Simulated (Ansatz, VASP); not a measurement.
# Co in VASP and in Ansatz

```
Co
1.0
     2.42915    0.00000    0.00000
    -1.21457    2.10370    0.00000
     0.00000    0.00000    3.91882
Co
2
Direct
  0.33333 0.66667 0.25000
  0.66667 0.33333 0.75000
```

Alike in both runs: functional LDA; k mesh 21 × 21 × 12; occupations gaussian, width 0.1 eV; collinear spin.

Ansatz relaxed the structure, and its values are those at the end. VASP's run is a single point on that final structure, the one shown.

```csv
,VASP,Ansatz
version,VASP 6.6.1,Ansatz 0.2.0
potentials or method,"VASP PAW LDA potentials, release 64 (Co), cutoff 520 eV","scalar-relativistic, plane waves, PAW"
valence electrons in the cell,18,34
```

Ansatz gave:

```
gap on the k mesh at the Fermi level (eV)                     : none
pressure (GPa)                                                : 0.0
net moment per atom (μB)                                      : 1.52
size of the moment on the site where the two differ most (μB) : 1.56
```

Problem. Estimate VASP's values.

Solution. gap on the k mesh at the Fermi level (eV): none; pressure (GPa): -1.1; net moment per atom (μB): 1.50; size of the moment on the site where the two differ most (μB): 1.49.

LDA's correlation is that of Perdew and Zunger in VASP and of Perdew and Wang (1992) in Ansatz. Site moments also hang on the region over which each program counts them. A gap of «none» marks a metal or a gap that the smearing closes. VASP's potentials hold 18 valence electrons a cell and Ansatz's 34, so a difference there can come from the potentials and not from the codes.
